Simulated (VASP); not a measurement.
CdF2: single point with LDA

Crystal: CdF2.

```
Cd F
1.0
     0.00000    2.69400    2.69400
     2.69400    0.00000    2.69400
     2.69400    2.69400    0.00000
Cd F
1 2
Direct
  0.99536 0.99536 0.00464
  0.25000 0.25000 0.25000
  0.75000 0.75000 0.75000
```

| Item | Value |
| --- | --- |
| Program | VASP 6.6.1 |
| Task | single point |
| Functional | LDA |
| Potentials or basis | VASP PAW LDA potentials, release 64 (Cd, F) |
| Cutoff | 600 eV |
| k mesh | 5 × 5 × 5 |
| Occupations | gaussian, width 0.01 eV |
| Spin | no spin polarisation |

* Pressure: -4.9 GPa
* Largest force: 0.122 eV/Å
* Band gap on the k mesh: 2.88 eV (least direct gap 3.28 eV)

Forces on the atoms (eV/Å):
```
Cd   0.000  0.000  0.122
F    0.000  0.000 -0.061
F    0.000  0.000 -0.061
```

Levels at points of the mesh, in eV from the valence-band top:
| k point | band 9 | band 10 | band 11 | band 12 | band 13 | band 14 | band 15 | band 16 | band 17 | band 18 |
| --- | --- | --- | --- | --- | --- | --- | --- | --- | --- | --- |
| (0.00, 0.00, 0.00) | -0.93 | -0.92 | -0.40 | -0.40 | -0.40 | 2.88 | 12.39 | 12.39 | 12.39 | 17.21 |

It took 27 s on 1 thread of AMD EPYC 7R13 (shared host), peak memory 0.15 GiB.

Caveat: the cell stands under tension. As with any semilocal functional, this LDA gap is likely too small.
